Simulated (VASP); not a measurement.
Runs of VASP 6.6.1 on YF7. The structure is that of space group Fm-3m (No. 225), or close to it. The cells are those of the table. 

| task | spin | cell | k mesh | cutoff (eV) | gap on the mesh (eV) | pressure (GPa) | moment (μB) |
| --- | --- | --- | --- | --- | --- | --- | --- |
| single point | collinear, ferromagnetic start | a = 4.961 Å, angles 60.0°, 8 atoms | 4 × 4 × 4 | 520 | none | -0.6 | 1.46 |
| single point | collinear, ferromagnetic start | a = 4.960 Å, angles 60.0°, 8 atoms | 10 × 10 × 10 | 520 | none | -0.5 | (a) |
| single point | off | a = 5.326 Å, angles 60.0°, 8 atoms | 4 × 4 × 4 | 600 | none | (b) | - |
| relaxation of cell and atoms | collinear, ferromagnetic start | relaxed from a = 5.326 Å, angles 60.0°, 8 atoms | 4 × 4 × 4 | 600 | none | 0.1 | 4.00 |

Alike in all rows: level PBE; potentials or basis VASP PAW PBE potentials, release 64 (Y_sv, F); smearing gaussian 0.1 eV.

Problem. Fill in the values left out.

Solution. (a) 1.50; (b) -12.6.

Caveats: some runs use coarse meshes.

A k mesh can miss the band edges, and the runs leave out spin-orbit coupling on Y.

A gap of «none» marks levels without a gap at the run's occupations.
